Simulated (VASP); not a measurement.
Wanted: the native input for a VASP 6.6.1 run.

* Task: single point
* Functional: LDA
* Potentials or basis: VASP PAW LDA potentials, release 64 (K_sv, Cl)
* Cutoff: 520 eV
* k mesh: 7 × 7 × 7
* Occupations: fermi-dirac, width 0.05 eV
* Spin: no spin polarisation
* Dipole correction: no
* Further INCAR settings: ALGO = Normal; EDIFF = 1e-06; NBANDS = 15

The structure of KCl (Sylvite) lies in POSCAR:

```
KCl
1.0
    0.0000000000      3.1039449222      3.1039449222
    3.1039449222      0.0000000000      3.1039449222
    3.1039449222      3.1039449222      0.0000000000
K Cl
1 1
Direct
    0.0000000000      0.0000000000      0.0000000000
    0.5000000000      0.5000000000      0.5000000000
```

This cell differs from its parent crystal: volume scaled by 0.96.

These files were run (other wordings do the same):

INCAR

```
SYSTEM = KCl
ALGO = Normal
EDIFF = 1E-6
ENCUT = 520
GGA = CA
ISIF = 2
ISMEAR = -1
LASPH = .True.
LCHARG = .False.
LREAL = .False.
LWAVE = .False.
NBANDS = 15
NELM = 80
PREC = Accurate
SIGMA = 0.05
```

KPOINTS

```
k-points
0
Gamma
  7 7 7
  0 0 0
```

Potentials or basis: VASP PAW LDA potentials, release 64 (K_sv, Cl).

Command:

```bash
$ cat potpaw_LDA.64/K_sv/POTCAR potpaw_LDA.64/Cl/POTCAR > POTCAR
$ mpirun -np 1 vasp_std > vasp.out
```

It gave:

| Quantity | Value |
| --- | --- |
| Pressure | -1.3 GPa |
| Band gap on the k mesh | 4.88 eV, direct |

Wall time 19 s on 1 thread of AMD EPYC 7R13 Processor (Zen 3), on a shared host, peak memory 0.14 GiB.
